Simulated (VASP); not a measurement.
# Zr3O (P6_322) in VASP: a series of runs

Zr3O is run at these levels: PBEsol; tasks: single point.

All numbers are computed with VASP 6.6.1; they aren't measurements. Logs are shortened: lines on timing, memory, paths and dates and some standing lists are left out, and cuts for length are marked.

## (1) The cell of the first run

It takes space group P6_322 (No. 182, hexagonal). Conventional cell: a = 6.030 Å, b = 6.030 Å, c = 5.156 Å, α = 90.00°, β = 90.00°, γ = 120.00°. Zr (site symmetry 2) has 2 O at 2.37 Å within 3.1 Å. O (site symmetry 32) has 6 Zr at 2.37 Å within 3.1 Å.

## (2) Single point, PBEsol (strain +0.080 along x and y, +0.000 along z)

Contents of INCAR:

```
PREC = Accurate
ENCUT = 520
EDIFF = 1E-7
ISMEAR = 0
SIGMA = 0.15
LREAL = False
LASPH = True
NELM = 100
ALGO = Normal
ISIF = 2
LWAVE = False
LCHARG = False
GGA = PS
NBANDS = 52
```

Contents of KPOINTS:

```
regular mesh
0
Gamma
  12 12 8
```

Contents of POSCAR:

```
Zr3O
1.0
    6.0300633984      0.0000000000      0.0000000000
   -3.0150316992      5.2221880895      0.0000000000
    0.0000000000      0.0000000000      5.1559330596
Zr O
6 2
Direct
    0.3393912867      0.0000000000      0.0000000000
    0.3393912867      0.3393912867      0.5000000000
    0.0000000000      0.3393912867      0.0000000000
    0.6606087133      0.0000000000      0.5000000000
    0.6606087133      0.6606087133      0.0000000000
    0.0000000000      0.6606087133      0.5000000000
    0.3333333333      0.6666666667      0.2500000000
    0.6666666667      0.3333333333      0.7500000000
```

Potentials or basis: VASP PAW PBE potentials, release 64 (Zr_sv, O).

The run is started by

```
> cat potpaw_PBE.64/Zr_sv/POTCAR potpaw_PBE.64/O/POTCAR > POTCAR
> mpirun -np 1 vasp_std > vasp.out
```

OUTCAR:

```text
PREC = Accurate
   ENCUT = 520
   EDIFF = 1E-7
   ISMEAR = 0
   LREAL = False
   LASPH = True
   NELM = 100
   ISIF = 2
   GGA = PS

 ion  position               nearest neighbor table
   1  0.339  0.000  0.000-   7 2.37   8 2.37   4 3.22   4 3.22   6 3.29   2 3.29   2 3.29   6 3.29
                             3 3.45   5 3.45   5 3.45   3 3.45   3 3.54   5 3.54
   2  0.339  0.339  0.500-   8 2.37   7 2.37   5 3.22   5 3.22   3 3.29   3 3.29   1 3.29   1 3.29
                             6 3.45   6 3.45   4 3.45   4 3.45   4 3.54   6 3.54
   3  0.000  0.339  0.000-   8 2.37   7 2.37   6 3.22   6 3.22   2 3.29   2 3.29   4 3.29   4 3.29
                             5 3.45   5 3.45   1 3.45   1 3.45   1 3.54   5 3.54
   4  0.661  0.000  0.500-   8 2.37   7 2.37   1 3.22   1 3.22   5 3.29   3 3.29   3 3.29   5 3.29
                             2 3.45   6 3.45   2 3.45   6 3.45   6 3.54   2 3.54
   5  0.661  0.661  0.000-   7 2.37   8 2.37   2 3.22   2 3.22   6 3.29   6 3.29   4 3.29   4 3.29
                             3 3.45   3 3.45   1 3.45   1 3.45   1 3.54   3 3.54
   6  0.000  0.661  0.500-   7 2.37   8 2.37   3 3.22   3 3.22   5 3.29   5 3.29   1 3.29   1 3.29
                             2 3.45   2 3.45   4 3.45   4 3.45   4 3.54   2 3.54
   7  0.333  0.667  0.250-   6 2.37   1 2.37   3 2.37   4 2.37   5 2.37   2 2.37
   8  0.667  0.333  0.750-   3 2.37   4 2.37   6 2.37   1 2.37   2 2.37   5 2.37

  LATTYP: Found a hexagonal cell.
 ALAT       =     6.0300633984
 C/A-ratio  =     0.8550379522

  Lattice vectors:

 A1 = (   6.0300633984,   0.0000000000,   0.0000000000)
 A2 = (  -3.0150316992,   5.2221880895,   0.0000000000)
 A3 = (   0.0000000000,   0.0000000000,   5.1559330596)

Analysis of symmetry for initial positions (statically):
=====================================================================
 Subroutine PRICEL returns:
 Original cell was already a primitive cell.

 Routine SETGRP: Setting up the symmetry group for a
 hexagonal supercell.

 Subroutine GETGRP returns: Found 12 space group operations
 (whereof  6 operations were pure point group operations)
 out of a pool of 24 trial point group operations.

The static configuration has the point symmetry D_3 .
 The point group associated with its full space group is D_6 .

Analysis of symmetry for dynamics (positions and initial velocities):
=====================================================================
 Subroutine PRICEL returns:
 Original cell was already a primitive cell.

 Routine SETGRP: Setting up the symmetry group for a
 hexagonal supercell.

 Subroutine GETGRP returns: Found 12 space group operations
 (whereof  6 operations were pure point group operations)
 out of a pool of 24 trial point group operations.

The dynamic configuration has the point symmetry D_3 .
 The point group associated with its full space group is D_6 .

 Subroutine INISYM returns: Found 12 space group operations
 (whereof  6 operations are pure point group operations),
 and found     1 'primitive' translations

----------------------------------------------------------------------------------------

                                     Primitive cell

  volume of cell :     162.3610

  direct lattice vectors                    reciprocal lattice vectors
     6.030063398  0.000000000  0.000000000     0.165835736  0.095745307  0.000000000
    -3.015031699  5.222188090  0.000000000     0.000000000  0.191490613  0.000000000
     0.000000000  0.000000000  5.155933060     0.000000000  0.000000000  0.193951316

  length of vectors
     6.030063398  6.030063398  5.155933060     0.191490613  0.191490613  0.193951316

  position of ions in fractional coordinates (direct lattice)
     0.339391287  0.000000000  0.000000000
     0.339391287  0.339391287  0.500000000
     0.000000000  0.339391287  0.000000000
     0.660608713  0.000000000  0.500000000
     0.660608713  0.660608713  0.000000000
     0.000000000  0.660608713  0.500000000
     0.333333333  0.666666667  0.250000000
     0.666666667  0.333333333  0.750000000

  ion indices of the primitive-cell ions
   primitive index   ion index
                 1           1
                 2           2
                 3           3
                 4           4
                 5           5
                 6           6
                 7           7
                 8           8

----------------------------------------------------------------------------------------

 KPOINTS: regular mesh

Automatic generation of k-mesh.
 Grid dimensions read from file:
 generate k-points for:   12   12    8

 Generating k-lattice:

  Cartesian coordinates                     Fractional coordinates (reciprocal lattice)
     0.013819645  0.007978776  0.000000000     0.083333333  0.000000000  0.000000000
     0.000000000  0.015957551  0.000000000     0.000000000  0.083333333  0.000000000
     0.000000000  0.000000000  0.024243914     0.000000000  0.000000000  0.125000000

[... 60 lines left out ...]
     AMIX     =   0.40;   BMIX     =  1.00
     AMIX_MAG =   1.60;   BMIX_MAG =  1.00
  volume/ion in A,a.u.               =      20.30       136.96
  Fermi-wavevector in a.u.,A,eV,Ry     =   1.314238  2.483550 23.500278  1.727222
  Thomas-Fermi vector in A             =   2.444505
   LORBIT       =      0    0 simple, 1 ext, 2 COOP (PROOUT), +10 PAW based schemes
   GGA     = PS    functional components
   LHFCALC =     F    Hartree Fock is set to
   AEXX    =    0.0000 exact exchange contribution
   IVDW    =     0    specifies the selected vdW correction
   LEPSILON=     F    determine dielectric tensor
   LRPA    =     F    only Hartree local field effects (RPA)
 non-spin polarized calculation
 Gauss-broadening in eV      SIGMA  =   0.15
  energy-cutoff  :      520.00
  volume of cell :      162.36
 maximum number of plane-waves:      4411
 NGX is ok and might be reduce to    48
   NGX = 23   NGY = 23   NGZ = 19

 number of electron      84.0000015 magnetization

 Free energy of the ion-electron system (eV)
  ---------------------------------------------------
  ext. energy  EPLUGINS =         0.00000000
  ---------------------------------------------------
  free energy    TOTEN  =       -75.12113523 eV

  energy without entropy =      -75.05461070  energy(sigma->0) =      -75.08787296

 E-fermi :   8.0510     XC(G=0): -11.0454

 val. band max:        8.0493591925   @ k =   0.0000   0.0000   0.3750
 cond. band min:       8.0515941409   @ k =   0.1667   0.0000   0.3750
 fundamental gap:      0.0022349484
 Fermi energy:         8.0509594404

 k-point     1 :       0.0000    0.0000    0.0000
  band No.  band energies     occupation
      1     -41.0716      2.00000
      2     -40.9813      2.00000
      3     -40.9813      2.00000
      4     -40.9707      2.00000
      5     -40.9707      2.00000
      6     -40.9588      2.00000
[... 44 lines left out ...]
     51       9.9546      0.00000
     52      10.7579      0.00000

 k-point     2 :       0.0833    0.0000    0.0000
  band No.  band energies     occupation
      1     -41.0703      2.00000
      2     -40.9844      2.00000
      3     -40.9837      2.00000
      4     -40.9690      2.00000
      5     -40.9685      2.00000
      6     -40.9586      2.00000
[... 44 lines left out ...]
     51       9.9624      0.00000
     52      10.7005      0.00000

 k-point     3 :       0.1667    0.0000    0.0000
  band No.  band energies     occupation
      1     -41.0664      2.00000
      2     -40.9911      2.00000
      3     -40.9881      2.00000
      4     -40.9662      2.00000
      5     -40.9647      2.00000
      6     -40.9580      2.00000
[... 44 lines left out ...]
     51      10.0063      0.00000
     52      10.6158      0.00000
[... 1046 lines left out ...]
 k-point    23 :       0.2500    0.0000    0.1250
  band No.  band energies     occupation
      1     -41.0563      2.00000
      2     -40.9982      2.00000
      3     -40.9913      2.00000
      4     -40.9651      2.00000
      5     -40.9626      2.00000
      6     -40.9610      2.00000
[... 44 lines left out ...]
     51      10.1381      0.00000
     52      10.5196      0.00000

 k-point    24 :       0.3333    0.0000    0.1250
  band No.  band energies     occupation
      1     -41.0484      2.00000
      2     -41.0075      2.00000
      3     -40.9946      2.00000
      4     -40.9638      2.00000
      5     -40.9608      2.00000
      6     -40.9595      2.00000
[... 44 lines left out ...]
     51      10.3317      0.00000
     52      10.6609      0.00000

 [... further k-points ...]

------------------------ aborting loop because EDIFF is reached ----------------------------------------

  FORCE on cell =-STRESS in cart. coord.  units (eV):
  Direction    XX          YY          ZZ          XY          YZ          ZX
  --------------------------------------------------------------------------------------
  -------------------------------------------------------------------------------------
  Total      -19.9438614    -19.9438614    -10.5003994      0.0000000      0.0000000      0.0000000
  in kB     -196.8059264   -196.8059264   -103.6178895      0.0000000      0.0000000      0.0000000
  external PRESSURE =    -165.7432474 kB  Pullay stress =       0.0000000 kB

 VOLUME and BASIS-vectors are now :
 -----------------------------------------------------------------------------
  energy-cutoff  :      520.00
  volume of cell :      162.36
      direct lattice vectors                 reciprocal lattice vectors
     6.030063398  0.000000000  0.000000000     0.165835736  0.095745307  0.000000000
    -3.015031699  5.222188090  0.000000000     0.000000000  0.191490613  0.000000000
     0.000000000  0.000000000  5.155933060     0.000000000  0.000000000  0.193951316

 POSITION                                       TOTAL-FORCE (eV/Angst)
 -----------------------------------------------------------------------------------
      2.04655      0.00000      0.00000         0.547869     -0.000000      0.000000
      1.02328      1.77237      2.57797         0.273935      0.474469     -0.000000
     -1.02328      1.77237      0.00000        -0.273935      0.474469     -0.000000
      3.98351      0.00000      2.57797        -0.547869     -0.000000     -0.000000
      1.99176      3.44982      0.00000        -0.273935     -0.474469      0.000000
     -1.99176      3.44982      2.57797         0.273935     -0.474469      0.000000
     -0.00000      3.48146      1.28898         0.000000     -0.000000      0.000000
      3.01503      1.74073      3.86695         0.000000      0.000000      0.000000
 -----------------------------------------------------------------------------------
    total drift:                               -0.000001     -0.000001      0.000000

  FREE ENERGIE OF THE ION-ELECTRON SYSTEM (eV)
  ---------------------------------------------------
  free  energy   TOTEN  =       -75.1211352265 eV

  energy  without entropy=      -75.0546106995  energy(sigma->0) =      -75.08787296
```

Wall time 7.2 min (1 thread of Intel Xeon 6975P-C (Granite Rapids), shared host); peak memory 0.68 GiB.

Results:

| Item | Value |
| --- | --- |
| Free energy | -75.1211 eV |
| Pressure | -16.6 GPa |
| Largest force | 0.548 eV/Å |
| Band gap on the k mesh | zero (bands 42 and 43 overlap by 0.68 eV) |

Forces in eV/Å, atoms in the order of the input:
```
Zr   0.548  0.000  0.000
Zr   0.274  0.474  0.000
Zr  -0.274  0.474  0.000
Zr  -0.548  0.000  0.000
Zr  -0.274 -0.474  0.000
Zr   0.274 -0.474  0.000
O    0.000  0.000  0.000
O    0.000  0.000  0.000
```

Stress tensor (GPa, compression positive):
```
-19.68   0.00   0.00
  0.00 -19.68   0.00
  0.00   0.00 -10.36
```

Levels at points of the mesh, in eV from the Fermi level:
```csv
k point,band 39,band 40,band 41,band 42,band 43,band 44,band 45,band 46
"(0.00, 0.00, 0.00)",-1.10,-1.10,0.19,0.57,0.57,0.79,0.79,1.11
"(0.50, 0.00, 0.00)",-1.24,-0.79,-0.67,-0.42,0.49,0.81,1.19,1.24
"(0.00, 0.00, 0.50)",-0.30,-0.30,-0.16,-0.16,-0.11,-0.11,0.32,0.32
"(0.50, 0.00, 0.50)",-0.72,-0.72,-0.32,-0.32,0.13,0.13,0.85,0.85
```

Caveat: the cell differs from its parent crystal (strain +0.080 along x and y, +0.000 along z); the stress differs along the axes, from -20 to -10 GPa; the PAW data sets were made with another functional, which shifts forces and pressure a little.

## (3) Single point, PBEsol (strain -0.080 along x and y, +0.040 along z)

Contents of INCAR:

```
  ALGO = Fast
  EDIFF = 1E-6
  ENCUT = 520
  GGA = PS
  ISIF = 2
  ISMEAR = 0
  LASPH = T
  LCHARG = F
  LREAL = F
  LWAVE = F
  NBANDS = 52
  NELM = 100
  PREC = Accurate
  SIGMA = 0.15
```

Contents of KPOINTS:

```
k-points
0
Gamma
  12 12 8
```

POSCAR: that of step 2 with these lines changed.

```diff
@@ -2,5 +2,5 @@
 1.0
-    6.0300633984      0.0000000000      0.0000000000
-   -3.0150316992      5.2221880895      0.0000000000
-    0.0000000000      0.0000000000      5.1559330596
+    5.1367206727      0.0000000000      0.0000000000
+   -2.5683603364      4.4485305947      0.0000000000
+    0.0000000000      0.0000000000      5.3621703820
 Zr O
```

Potentials or basis: VASP PAW PBE potentials, release 64 (Zr_sv, O).

The run is started by

```
> cat potpaw_PBE.64/Zr_sv/POTCAR potpaw_PBE.64/O/POTCAR > POTCAR
> mpirun -np 1 vasp_std > vasp.out
```

It took 32 min on 1 thread of Oxide Virtual Turin-like, shared host; peak memory 0.51 GiB.

Results (log left out):

```yaml
Free_energy: -74.9853 eV
Pressure: 24.8 GPa
Largest_force: 0.662 eV/Å
Band_gap_on_the_k_mesh: zero (bands 42 and 43 overlap by 0.19 eV)
```

Forces on the atoms (eV/Å):
```
Zr  -0.662  0.000  0.000
Zr  -0.331 -0.574  0.000
Zr   0.331 -0.574  0.000
Zr   0.662  0.000  0.000
Zr   0.331  0.574  0.000
Zr  -0.331  0.574  0.000
O    0.000  0.000  0.000
O    0.000  0.000  0.000
```

Stress tensor (GPa, compression positive):
```
29.99  0.00  0.00
 0.00 29.99  0.00
 0.00  0.00 14.45
```

Levels at points of the mesh, in eV from the Fermi level:
| k point | band 38 | band 39 | band 40 | band 41 | band 42 | band 43 | band 44 | band 45 | band 46 | band 47 |
| --- | --- | --- | --- | --- | --- | --- | --- | --- | --- | --- |
| (0.00, 0.00, 0.00) | -0.95 | -0.66 | -0.66 | -0.40 | 0.10 | 0.80 | 0.80 | 0.92 | 0.92 | 1.45 |
| (0.50, 0.00, 0.00) | -1.41 | -1.35 | -1.17 | -0.36 | -0.10 | 0.35 | 0.77 | 1.33 | 1.51 | 1.68 |
| (0.00, 0.00, 0.50) | -1.09 | -0.61 | -0.61 | 0.07 | 0.07 | 0.37 | 0.37 | 0.43 | 0.43 | 1.88 |
| (0.50, 0.00, 0.50) | -1.51 | -0.94 | -0.94 | -0.55 | -0.55 | 0.00 | 0.00 | 1.55 | 1.55 | 1.91 |

Caveat: the cell differs from its parent crystal (strain -0.080 along x and y, +0.040 along z); the stress differs along the axes, from 14 to 30 GPa; the PAW data sets were made with another functional, which shifts forces and pressure a little.

## (4) Single point, PBEsol (strain -0.080 along x and y, +0.080 along z)

Contents of INCAR:

```
SYSTEM = Zr3O
PREC = Accurate ; ENCUT = 520
EDIFF = 1E-6 ; ISMEAR = 0
SIGMA = 0.15 ; LREAL = .FALSE.
LASPH = .TRUE. ; NELM = 80
ALGO = Fast ; ISIF = 2
LWAVE = .FALSE. ; LCHARG = .FALSE.
GGA = PS ; NBANDS = 52
```

Contents of KPOINTS:

```
Automatic mesh
0
G
  12 12 8
  0 0 0
```

POSCAR: that of step 3 with these lines changed.

```diff
@@ -4,3 +4,3 @@
    -2.5683603364      4.4485305947      0.0000000000
-    0.0000000000      0.0000000000      5.3621703820
+    0.0000000000      0.0000000000      5.5684077044
 Zr O
```

The run is started by

```
> cat potpaw_PBE.64/Zr_sv/POTCAR potpaw_PBE.64/O/POTCAR > POTCAR
> mpirun -np 1 vasp_std > vasp.out
```

It took 26 min on 1 thread of Oxide Virtual Turin-like, shared host; peak memory 0.53 GiB.

It converged, with:

| Item | Value |
| --- | --- |
| Free energy | -75.2537 eV |
| Pressure | 16.6 GPa |
| Largest force | 0.441 eV/Å |
| Band gap on the k mesh | zero (bands 42 and 43 overlap by 0.15 eV) |

Forces in eV/Å, atoms in the order of the input:
```
Zr  -0.441  0.000  0.000
Zr  -0.220 -0.382  0.000
Zr   0.220 -0.382  0.000
Zr   0.441  0.000  0.000
Zr   0.220  0.382  0.000
Zr  -0.220  0.382  0.000
O    0.000  0.000  0.000
O    0.000  0.000  0.000
```

Stress tensor (GPa, compression positive):
```
22.98  0.00  0.00
 0.00 22.98  0.00
 0.00  0.00  3.79
```

Levels at points of the mesh, in eV from the Fermi level:
```
           k point  band 38  band 39  band 40  band 41  band 42  band 43  band 44  band 45  band 46  band 47
(0.00, 0.00, 0.00)    -0.83    -0.67    -0.59    -0.59    -0.11     0.82     0.82     0.93     0.93     1.41
(0.50, 0.00, 0.00)    -1.28    -1.22    -1.12    -0.34    -0.07     0.22     0.61     1.05     1.39     1.48
(0.00, 0.00, 0.50)    -1.00    -0.77    -0.77     0.06     0.06     0.42     0.42     0.57     0.57     1.80
(0.50, 0.00, 0.50)    -1.52    -0.90    -0.90    -0.56    -0.56    -0.04    -0.04     1.46     1.46     1.85
```

Caveat: the cell differs from its parent crystal (strain -0.080 along x and y, +0.080 along z); the stress differs along the axes, from 4 to 23 GPa; the PAW data sets were made with another functional, which shifts forces and pressure a little.

## (5) Overview

| cell | gap on the mesh (eV) | pressure (GPa) | largest force (eV/Å) |
| --- | --- | --- | --- |
| a = 6.030, b = 6.030, c = 5.156 Å, angles 90.0, 90.0, 120.0°, 8 atoms | none | -16.6 | 0.55 |
| a = 5.137, b = 5.137, c = 5.362 Å, angles 90.0, 90.0, 120.0°, 8 atoms | none | 24.8 | 0.66 |
| a = 5.137, b = 5.137, c = 5.568 Å, angles 90.0, 90.0, 120.0°, 8 atoms | none | 16.6 | 0.44 |

Alike in all rows: task single point; level PBEsol; potentials or basis VASP PAW PBE potentials, release 64 (Zr_sv, O); no spin polarisation; k mesh 12 × 12 × 8; cutoff (eV) 520; smearing gaussian 0.15 eV.

Caveats: the PAW data sets were made with another functional, which shifts forces and pressure a little; the stress differs along the axes, from -20 to -10 GPa (at least some runs); the stress differs along the axes, from 14 to 30 GPa (at least some runs); the stress differs along the axes, from 4 to 23 GPa (at least some runs).

Absolute energies hang on the potentials; compare differences alone.
